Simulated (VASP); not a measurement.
# Mg3Te2O (P4mm) in VASP: notebook

The runs below take Mg3Te2O through relaxation of cell and atoms, with PBE.

Everything below comes from runs of VASP 6.6.1. Logs are shortened: lines on timing, memory, paths and dates and some standing lists are left out, and cuts for length are marked.

## 1. The cell of the first run

It takes space group P4mm (No. 99, tetragonal). Conventional cell: a = 4.426 Å, b = 4.426 Å, c = 7.196 Å, α = 90.00°, β = 90.00°, γ = 90.00°. Mg (site symmetry 2mm) has 2 O at 2.22 Å and 1 Te at 2.97 Å within 3.0 Å. Mg (site symmetry 4mm) has 4 Te at 2.93 Å and 4 Mg at 3.20 Å and 4 O at 3.81 Å within 3.9 Å. Within 3.9 Å of Te (site symmetry 2mm) lie 3 Mg at 2.93 to 2.97 Å and 4 Te at 3.13 Å and 2 O at 3.81 Å. Within 2.9 Å of O (site symmetry 4mm) lie 4 Mg at 2.22 Å.

The cell was built from a structure type or drawn by symmetry, and may not be a known phase.

## 2. Relaxation of cell and atoms, PBE

Contents of INCAR:

```
SYSTEM = Mg3Te2O
  PREC = Accurate
  ENCUT = 600
  EDIFF = 1E-7
  ISMEAR = 0
  SIGMA = 0.1
  LREAL = .False.
  LASPH = .True.
  NELM = 80
  ALGO = Normal
  ISIF = 3
  LWAVE = .False.
  LCHARG = .False.
  GGA = PE
  IBRION = 2
  NSW = 90
  EDIFFG = -0.04
```

Contents of KPOINTS:

```
regular mesh
0
Gamma
  4 4 4
  0 0 0
```

Contents of POSCAR:

```
Mg3Te2O
1.0
    4.4261642202      0.0000000000      0.0000000000
    0.0000000000      4.4261642202      0.0000000000
    0.0000000000      0.0000000000      7.1960902925
Mg Te O
3 2 1
Direct
    0.5000000000      0.0000000000      0.6223657130
    0.0000000000      0.5000000000      0.6223657130
    0.5000000000      0.5000000000      0.3016832942
    0.5000000000      0.0000000000      0.0355275798
    0.0000000000      0.5000000000      0.0355275798
    0.0000000000      0.0000000000      0.6044679603
```

Potentials or basis: VASP PAW PBE potentials, release 64 (Mg, Te, O).

Launch:

```
$ cat potpaw_PBE.64/Mg/POTCAR potpaw_PBE.64/Te/POTCAR potpaw_PBE.64/O/POTCAR > POTCAR
$ mpirun -np 1 vasp_std > vasp.out
```

OUTCAR:

```text
SYSTEM = Mg3Te2O
   PREC = Accurate
   ENCUT = 600
   EDIFF = 1E-7
   ISMEAR = 0
   LREAL = .False.
   LASPH = .True.
   NELM = 80
   ISIF = 3
   GGA = PE
   IBRION = 2
   NSW = 90
   EDIFFG = -0.04

 ion  position               nearest neighbor table
   1  0.500  0.000  0.622-   6 2.22   6 2.22   4 2.97   2 3.13   2 3.13   2 3.13   2 3.13   3 3.20
                             3 3.20
   2  0.000  0.500  0.622-   6 2.22   6 2.22   5 2.97   1 3.13   1 3.13   1 3.13   1 3.13   3 3.20
                             3 3.20
   3  0.500  0.500  0.302-   4 2.93   5 2.93   4 2.93   5 2.93   1 3.20   1 3.20   2 3.20   2 3.20

   4  0.500  0.000  0.036-   3 2.93   3 2.93   1 2.97   5 3.13   5 3.13   5 3.13   5 3.13
   5  0.000  0.500  0.036-   3 2.93   3 2.93   2 2.97   4 3.13   4 3.13   4 3.13   4 3.13
   6  0.000  0.000  0.604-   1 2.22   2 2.22   2 2.22   1 2.22

  LATTYP: Found a simple tetragonal cell.
 ALAT       =     4.4261642202
 C/A-ratio  =     1.6258073434

  Lattice vectors:

 A1 = (   4.4261642202,   0.0000000000,   0.0000000000)
 A2 = (   0.0000000000,   4.4261642202,   0.0000000000)
 A3 = (   0.0000000000,   0.0000000000,   7.1960902925)

Analysis of symmetry for initial positions (statically):
=====================================================================
 Subroutine PRICEL returns:
 Original cell was already a primitive cell.

 Routine SETGRP: Setting up the symmetry group for a
 simple tetragonal supercell.

 Subroutine GETGRP returns: Found  8 space group operations
 (whereof  8 operations were pure point group operations)
 out of a pool of 16 trial point group operations.

The static configuration has the point symmetry C_4v.

Analysis of symmetry for dynamics (positions and initial velocities):
=====================================================================
 Subroutine PRICEL returns:
 Original cell was already a primitive cell.

 Routine SETGRP: Setting up the symmetry group for a
 simple tetragonal supercell.

 Subroutine GETGRP returns: Found  8 space group operations
 (whereof  8 operations were pure point group operations)
 out of a pool of 16 trial point group operations.

The dynamic configuration has the point symmetry C_4v.

 Subroutine INISYM returns: Found  8 space group operations
 (whereof  8 operations are pure point group operations),
 and found     1 'primitive' translations

----------------------------------------------------------------------------------------

                                     Primitive cell

  volume of cell :     140.9781

  direct lattice vectors                    reciprocal lattice vectors
     4.426164220  0.000000000  0.000000000     0.225929258  0.000000000  0.000000000
     0.000000000  4.426164220  0.000000000     0.000000000  0.225929258  0.000000000
     0.000000000  0.000000000  7.196090293     0.000000000  0.000000000  0.138964349

  length of vectors
     4.426164220  4.426164220  7.196090293     0.225929258  0.225929258  0.138964349

  position of ions in fractional coordinates (direct lattice)
     0.500000000  0.000000000  0.622365713
     0.000000000  0.500000000  0.622365713
     0.500000000  0.500000000  0.301683294
     0.500000000  0.000000000  0.035527580
     0.000000000  0.500000000  0.035527580
     0.000000000  0.000000000  0.604467960

  ion indices of the primitive-cell ions
   primitive index   ion index
                 1           1
                 2           2
                 3           3
                 4           4
                 5           5
                 6           6

----------------------------------------------------------------------------------------

 KPOINTS: regular mesh

Automatic generation of k-mesh.
 Grid dimensions read from file:
 generate k-points for:    4    4    4

 Generating k-lattice:

  Cartesian coordinates                     Fractional coordinates (reciprocal lattice)
     0.056482315  0.000000000  0.000000000     0.250000000  0.000000000  0.000000000
     0.000000000  0.056482315  0.000000000     0.000000000  0.250000000  0.000000000
     0.000000000  0.000000000  0.034741087     0.000000000  0.000000000  0.250000000

  Length of vectors
     0.056482315  0.056482315  0.034741087

  Shift w.r.t. Gamma in fractional coordinates (k-lattice)
     0.000000000  0.000000000  0.000000000

 Subroutine IBZKPT returns following result:
 ===========================================

 Found     18 irreducible k-points:

 Following reciprocal coordinates:
            Coordinates               Weight
  0.000000  0.000000  0.000000      1.000000
  0.250000  0.000000  0.000000      4.000000
  0.500000  0.000000  0.000000      2.000000
  0.250000  0.250000  0.000000      4.000000
  0.500000  0.250000  0.000000      4.000000
  0.500000  0.500000  0.000000      1.000000
[... 10 lines left out ...]
  0.500000  0.250000  0.500000      4.000000
  0.500000  0.500000  0.500000      1.000000
   k-points           NKPTS =     18   k-points in BZ     NKDIM =     18   number of bands    NBANDS=     16
   number of dos      NEDOS =    301   number of ions     NIONS =      6
   total plane-waves  NPLWV =  77760
   dimension x,y,z NGX =    36 NGY =   36 NGZ =   60
   dimension x,y,z NGXF=    72 NGYF=   72 NGZF=  120
   ions per type =               3   2   1
   NGX,Y,Z   is equivalent  to a cutoff of  13.52, 13.52, 13.86 a.u.
   NGXF,Y,Z  is equivalent  to a cutoff of  27.04, 27.04, 27.72 a.u.
 SYSTEM =  Mg3Te2O
   PREC   = accura    normal or accurate (medium, high low for compatibility)
   ISTART =      0    job   : 0-new  1-cont  2-samecut
   ICHARG =      2    charge: 1-file 2-atom 10-const
   ISPIN  =      1    spin polarized calculation?
   LNONCOLLINEAR =      F non collinear calculations
   LSORBIT =      F    spin-orbit coupling
   LASPH  =      T    aspherical Exc in radial PAW
   ENCUT  =  600.0 eV  44.10 Ry    6.64 a.u.   8.84  8.84 14.37*2*pi/ulx,y,z
   NELM   =     80;   NELMIN=  2; NELMDL= -5     # of ELM steps
   EDIFF  = 0.1E-06   stopping-criterion for ELM
   LREAL  =      F    real-space projection
   EDIFFG = -.4E-01   stopping-criterion for IOM
   NSW    =     90    number of steps for IOM
   IBRION =      2    ionic relax: 0-MD 1-quasi-New 2-CG
   NFREE  =      1    steps in history (QN), initial steepest desc. (CG)
   ISIF   =      3    stress and relaxation
   ISYM   =      2    0-nonsym 1-usesym 2-fastsym
   POTIM  = 0.5000    time-step for ionic-motion
   TEBEG  =    0.0;   TEEND  =   0.0 temperature during run
   PSTRESS=    0.0 pullay stress
   NELECT =      24.0000    total number of electrons
   NUPDOWN=      -1.0000    fix difference up-down
   EMIN   =  10.00;   EMAX   =-10.00  energy-range for DOS
   EFERMI =   0.00;   METHOD = LEGACY
   ISMEAR =     0;   SIGMA  =   0.10  broadening in eV -4-tet -1-fermi 0-gaus
   EFERMI_NEDOS =   21; number of points for ismear=-14 and -15
   IALGO  =     38    algorithm
   IMIX   =      4    mixing-type and parameters
     AMIX     =   0.40;   BMIX     =  1.00
     AMIX_MAG =   1.60;   BMIX_MAG =  1.00
  volume/ion in A,a.u.               =      23.50       158.56
  Fermi-wavevector in a.u.,A,eV,Ry     =   0.907322  1.714590 11.200764  0.823233
  Thomas-Fermi vector in A             =   2.031115
   LORBIT       =      0    0 simple, 1 ext, 2 COOP (PROOUT), +10 PAW based schemes
   GGA     = PE    functional components
   LHFCALC =     F    Hartree Fock is set to
   AEXX    =    0.0000 exact exchange contribution
   IVDW    =     0    specifies the selected vdW correction
   LEPSILON=     F    determine dielectric tensor
   LRPA    =     F    only Hartree local field effects (RPA)
 conjugate gradient relaxation of ions
 non-spin polarized calculation
 Gauss-broadening in eV      SIGMA  =   0.10
  energy-cutoff  :      600.00
  volume of cell :      140.98
 maximum number of plane-waves:      4720
 NGX is ok and might be reduce to    36
   NGX = 17   NGY = 17   NGZ = 29

 number of electron      23.9999995 magnetization

 Free energy of the ion-electron system (eV)
  ---------------------------------------------------
  ext. energy  EPLUGINS =         0.00000000
  ---------------------------------------------------
  free energy    TOTEN  =       -19.72278269 eV

  energy without entropy =      -19.70328808  energy(sigma->0) =      -19.71303538

 E-fermi :   4.8138     XC(G=0):  -8.8718

 val. band max:        4.8136136508   @ k =   0.2500   0.0000   0.2500
 cond. band min:       4.8647632033   @ k =   0.5000   0.2500   0.0000
 fundamental gap:      0.0511495524
 Fermi energy:         4.8137519581

 k-point     1 :       0.0000    0.0000    0.0000
  band No.  band energies     occupation
      1     -13.0207      2.00000
      2      -8.7620      2.00000
      3      -4.5693      2.00000
      4      -0.9569      2.00000
      5       0.1467      2.00000
      6       0.1467      2.00000
[... 8 lines left out ...]
     15       7.5621      0.00000
     16       7.7273      0.00000

 k-point     2 :       0.2500    0.0000    0.0000
  band No.  band energies     occupation
      1     -12.9973      2.00000
      2      -8.3547      2.00000
      3      -5.5592      2.00000
      4      -0.5640      2.00000
      5      -0.2091      2.00000
      6       0.5100      2.00000
[... 8 lines left out ...]
     15       7.3373      0.00000
     16       7.9859      0.00000

 k-point     3 :       0.5000    0.0000    0.0000
  band No.  band energies     occupation
      1     -12.9737      2.00000
      2      -7.2575      2.00000
      3      -7.1186      2.00000
      4      -0.5818      2.00000
      5       0.5995      2.00000
      6       0.6100      2.00000
[... 8 lines left out ...]
     15       7.5016      0.00000
     16       7.8629      0.00000
[... 248 lines left out ...]
 k-point    17 :       0.5000    0.2500    0.5000
  band No.  band energies     occupation
      1     -12.9517      2.00000
      2      -7.0081      2.00000
      3      -6.9309      2.00000
      4      -0.9008      2.00000
      5      -0.6377      2.00000
      6      -0.0588      2.00000
[... 8 lines left out ...]
     15       6.2304      0.00000
     16       6.9337      0.00000

 k-point    18 :       0.5000    0.5000    0.5000
  band No.  band energies     occupation
      1     -12.9298      2.00000
      2      -6.7090      2.00000
      3      -6.7090      2.00000
      4      -2.0183      2.00000
      5      -1.0663      2.00000
      6      -0.3375      2.00000
[... 8 lines left out ...]
     15       7.1366      0.00000
     16       7.2783      0.00000

------------------------ aborting loop because EDIFF is reached ----------------------------------------

  FORCE on cell =-STRESS in cart. coord.  units (eV):
  Direction    XX          YY          ZZ          XY          YZ          ZX
  --------------------------------------------------------------------------------------
  -------------------------------------------------------------------------------------
  Total       -0.0403495     -0.0403495     -0.0302756      0.0000000     -0.0000000      0.0000000
  in kB       -0.4585609     -0.4585609     -0.3440734      0.0000000     -0.0000000      0.0000000
  external PRESSURE =      -0.4203984 kB  Pullay stress =       0.0000000 kB

 VOLUME and BASIS-vectors are now :
 -----------------------------------------------------------------------------
  energy-cutoff  :      600.00
  volume of cell :      140.98
      direct lattice vectors                 reciprocal lattice vectors
     4.426164220  0.000000000  0.000000000     0.225929258  0.000000000  0.000000000
     0.000000000  4.426164220  0.000000000     0.000000000  0.225929258  0.000000000
     0.000000000  0.000000000  7.196090293     0.000000000  0.000000000  0.138964349

 POSITION                                       TOTAL-FORCE (eV/Angst)
 -----------------------------------------------------------------------------------
      2.21308      0.00000      4.47860         0.000000      0.000000     -0.006262
      0.00000      2.21308      4.47860         0.000000      0.000000     -0.006262
      2.21308      2.21308      2.17094         0.000000      0.000000     -0.019488
      2.21308      0.00000      0.25566         0.000000      0.000000      0.019415
      0.00000      2.21308      0.25566         0.000000     -0.000000      0.019415
      0.00000      0.00000      4.34981         0.000000      0.000000     -0.006818
 -----------------------------------------------------------------------------------
    total drift:                               -0.000000     -0.000000     -0.000038

  FREE ENERGIE OF THE ION-ELECTRON SYSTEM (eV)
  ---------------------------------------------------
  free  energy   TOTEN  =       -19.7227826856 eV

  energy  without entropy=      -19.7032880818  energy(sigma->0) =      -19.71303538

 reached required accuracy - stopping structural energy minimisation
```

It took 46 s on 1 thread of AMD EPYC 9R45 (Zen 5), shared host; peak memory 0.25 GiB.

What came out:

```yaml
Free_energy: -19.7228 eV
Pressure_after_relaxing: 0.0 GPa
Largest_force_after_relaxing: 0.019 eV/Å
Band_gap_on_the_k_mesh: zero (bands 12 and 13 overlap by 2.79 eV)
```

Forces on the atoms (eV/Å):
```
Mg   0.000  0.000 -0.006
Mg   0.000  0.000 -0.006
Mg   0.000  0.000 -0.019
Te   0.000  0.000  0.019
Te   0.000  0.000  0.019
O    0.000  0.000 -0.007
```

Final structure:
```
CELL_PARAMETERS angstrom
4.42616 0.00000 0.00000
0.00000 4.42616 0.00000
0.00000 0.00000 7.19609
ATOMIC_POSITIONS crystal
Mg 0.50000 0.00000 0.62237
Mg 0.00000 0.50000 0.62237
Mg 0.50000 0.50000 0.30168
Te 0.50000 0.00000 0.03553
Te 0.00000 0.50000 0.03553
O 0.00000 0.00000 0.60447
```

Levels at points of the mesh, in eV from the Fermi level:
```csv
k point,band 10,band 11,band 12,band 13,band 14,band 15
"(0.00, 0.00, 0.00)",-2.51,-1.45,1.52,1.52,1.53,2.75
"(0.50, 0.00, 0.00)",-2.42,-2.15,-1.70,-1.27,-0.75,2.69
"(0.50, 0.50, 0.00)",-3.00,-1.99,-0.02,1.01,1.01,2.95
"(0.00, 0.00, 0.50)",-2.01,-1.58,0.08,1.54,1.54,1.85
"(0.50, 0.00, 0.50)",-2.53,-2.19,-1.67,-1.07,0.71,0.95
"(0.50, 0.50, 0.50)",-2.84,-2.50,1.34,1.34,2.16,2.32
```

Caveat: the relaxation stopped at its first step, so nothing moved; spin-orbit coupling is left out, which moves the levels of the heavy elements.

(Continued in part 2 of 2.)
